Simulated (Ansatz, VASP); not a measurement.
ScSi2 in VASP and in Ansatz

```xyz
3
Lattice="4.0335 0.0000 0.0000 -2.0167 3.4931 0.0000 0.0000 0.0000 3.6309" Properties=species:S:1:pos:R:3 pbc="T T T"
Sc    0.0000    0.0000    0.0000
Si    0.0000    2.3287    1.8155
Si    2.0167    1.1644    1.8155
```

Alike in both runs: task single point; functional PBE; k mesh 10 × 10 × 10; occupations gaussian, width 0.05 eV; no spin polarisation.

|  | VASP | Ansatz |
| --- | --- | --- |
| version | VASP 6.6.1 | Ansatz 0.2.0 |
| potentials or method | VASP PAW PBE potentials, release 64 (Sc_sv, Si), cutoff 520 eV | scalar-relativistic, plane waves, PAW |
| valence electrons in the cell | 19 | 19 |

Ansatz gave:

- pressure (GPa): 0.0
- traceless stress, the component that is largest in VASP (GPa): 0.00

Task: Estimate VASP's values.

Result: Pressure (GPa): 0.0; traceless stress, the component that is largest in VASP (GPa): 0.09.

The functional is the same, so the differences come from potentials, cutoffs and numerics.
